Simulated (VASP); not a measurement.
Write the native input for VASP 6.6.1 that does the following.

| Property | Result |
| --- | --- |
| Task | single point |
| Functional | r2SCAN |
| Potentials or basis | VASP PAW PBE potentials, release 64 (Na_pv) |
| Cutoff | 520 eV |
| k mesh | 12 × 12 × 8 |
| Occupations | gaussian, width 0.15 eV |
| Spin | no spin polarisation |
| Dipole correction | no |
| Further INCAR settings | ALGO = Normal; EDIFF = 1e-06; NBANDS = 14 |

Na:

```
Na
1.0
     3.95535    0.00000    0.00000
    -1.97768    3.42543    0.00000
     0.00000    0.00000    6.46170
Na
2
Direct
  0.33333 0.66667 0.25000
  0.66667 0.33333 0.75000
```

This cell differs from its parent crystal: strain +0.050 along x and y, +0.050 along z.

These files were run (other wordings do the same):

POSCAR

```
Na
1.0
    3.9553510475      0.0000000000      0.0000000000
   -1.9776755237      3.4254344880      0.0000000000
    0.0000000000      0.0000000000      6.4617000000
Na
2
Direct
    0.3333333333      0.6666666667      0.2500000000
    0.6666666667      0.3333333333      0.7500000000
```

INCAR.step1

```
PREC = Accurate
ENCUT = 520
ISMEAR = 0
SIGMA = 0.15
LREAL = F
LASPH = T
NELM = 60
NBANDS = 14
GGA = PE
ALGO = Normal
EDIFF = 1E-4
LWAVE = T
LCHARG = F
```

INCAR.step2

```
PREC = Accurate
ENCUT = 520
EDIFF = 1E-6
ISMEAR = 0
SIGMA = 0.15
LREAL = F
LASPH = T
NELM = 60
ALGO = Normal
ISIF = 2
LWAVE = F
LCHARG = F
METAGGA = R2SCAN
LMIXTAU = T
NBANDS = 14
ISTART = 1
```

KPOINTS

```
Automatic mesh
0
Gamma
  12 12 8
```

Potentials or basis: VASP PAW PBE potentials, release 64 (Na_pv).

Command:

```bash
$ cat potpaw_PBE.64/Na_pv/POTCAR > POTCAR
$ cp INCAR.step1 INCAR
$ mpirun -np 1 vasp_std > vasp.out
$ cp INCAR.step2 INCAR
$ mpirun -np 1 vasp_std > vasp.out
```

Results of the run:

```
Pressure               : -0.9 GPa
Band gap on the k mesh : zero (bands 7 and 8 overlap by 4.15 eV)
```

Caveat: the cell differs from its parent crystal (strain +0.050 along x and y, +0.050 along z); the PAW data sets were made with another functional, which shifts forces and pressure a little.

Run time: 8.3 min on 1 thread of Oxide Virtual Turin-like Processor, on a shared host, peak memory 0.22 GiB.
